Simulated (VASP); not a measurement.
Input of a VASP 6.6.1 run:

The input INCAR:

```
SYSTEM = Co2S
PREC = Accurate
ENCUT = 520
EDIFF = 1E-7
ISMEAR = 0
SIGMA = 0.1
LREAL = .FALSE.
LASPH = .TRUE.
NELM = 150
ALGO = Normal
ISIF = 2
LWAVE = .FALSE.
LCHARG = .FALSE.
ISPIN = 2
MAGMOM = 0.19 0.19 0
LORBIT = 11
LMAXMIX = 4
GGA = PE
NBANDS = 23
```

File KPOINTS:

```
regular mesh
0
G
  6 6 6
  0 0 0
```

POSCAR

```
Co2S
1.0
    0.0000000000      2.5692721738      2.5692721738
    2.5692721738      0.0000000000      2.5692721738
    2.5692721738      2.5692721738      0.0000000000
Co S
2 1
Direct
    0.2500000000      0.2500000000      0.2500000000
    0.7500000000      0.7500000000      0.7500000000
    0.0000000000      0.0000000000      0.0000000000
```

Potentials or basis: VASP PAW PBE potentials, release 64 (Co, S).

Run with:

```bash
$ cat potpaw_PBE.64/Co/POTCAR potpaw_PBE.64/S/POTCAR > POTCAR
$ mpirun -np 1 vasp_std > vasp.out
```

Predict the pressure.

0.1 GPa.

Predict the net moment.

0.29 μB per cell.

What does it give for the site moments?

Co +0.15; S +0.01 μB.
